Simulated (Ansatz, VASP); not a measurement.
## One calculation of Zr3SN4, two programs

File INCAR:

```
SYSTEM = Zr3SN4
PREC = Accurate ; ENCUT = 600
EDIFF = 1E-7 ; ISMEAR = 0
SIGMA = 0.1 ; LREAL = .FALSE.
LASPH = .TRUE. ; NELM = 100
ALGO = Normal ; ISIF = 3
LWAVE = .FALSE. ; LCHARG = .FALSE.
GGA = PE ; IBRION = 2
NSW = 100 ; EDIFFG = -0.01
```

Contents of KPOINTS:

```
Automatic mesh
0
G
  8 8 8
  0 0 0
```

Contents of POSCAR:

```
Zr3SN4
1.0
    5.0598942586      0.0000000000      0.0000000000
    0.0000000000      5.0598942586      0.0000000000
    0.0000000000      0.0000000000      5.0598942586
Zr S N
3 1 4
Direct
    0.0000000000      0.5000000000      0.5000000000
    0.5000000000      0.5000000000      0.0000000000
    0.5000000000      0.0000000000      0.5000000000
    0.0000000000      0.0000000000      0.0000000000
    0.7090859973      0.7090859973      0.2909140027
    0.7090859973      0.2909140027      0.7090859973
    0.2909140027      0.7090859973      0.7090859973
    0.2909140027      0.2909140027      0.2909140027
```

Input for Ansatz:

```yaml
crystal:
  lattice:
    - [5.0598942586, 0.0, 0.0]
    - [0.0, 5.0598942586, 0.0]
    - [0.0, 0.0, 5.0598942586]
  atoms:
    - { symbol: Zr, position: [0.0, 0.5, 0.5] }
    - { symbol: Zr, position: [0.5, 0.5, 0.0] }
    - { symbol: Zr, position: [0.5, 0.0, 0.5] }
    - { symbol: S, position: [0.0, 0.0, 0.0] }
    - { symbol: "N", position: [0.7090859973, 0.7090859973, 0.2909140027] }
    - { symbol: "N", position: [0.7090859973, 0.2909140027, 0.7090859973] }
    - { symbol: "N", position: [0.2909140027, 0.7090859973, 0.7090859973] }
    - { symbol: "N", position: [0.2909140027, 0.2909140027, 0.2909140027] }
basis:
  ecutwfc: 420
kpoints:
  mp_grid: { grid: [8, 8, 8] }
hamiltonian:
  xc: pbe
scf:
  occupations: { method: gaussian, width: 0.1 }
output:
  forces: true
  stress: true
  eigenvalues: true
relax:
  adjacent_minimum: "off"
  f_tol: 0.01
  max_steps: 80
  cell: { stress_tol: 0.05 }
```

Change from the starting cell: species swapped into the ZnCd3Se4 type (P-43m, No. 215).

Alike in both runs: task relaxation of cell and atoms; functional PBE; k mesh 8 × 8 × 8; occupations gaussian, width 0.1 eV; no spin polarisation.

|  | VASP | Ansatz |
| --- | --- | --- |
| version | VASP 6.6.1 | Ansatz 0.2.0 |
| potentials or method | VASP PAW PBE potentials, release 64 (Zr_sv, S, N), cutoff 600 eV | scalar-relativistic, plane waves, PAW |
| valence electrons in the cell | 62 | 62 |

|  | VASP | Ansatz | Ansatz less VASP |
| --- | --- | --- | --- |
| gap on the k mesh at the Fermi level, each at its own relaxed structure (eV) | none | none | - |
| relaxed volume (Å³/atom) | 16.23 | 16.23 | 0.000 |
| relaxed length of the cell vector where the two differ most in proportion (Å) | 5.063 | 5.063 | 0.0000 |

A gap of «none» marks a metal or a gap that the smearing closes.
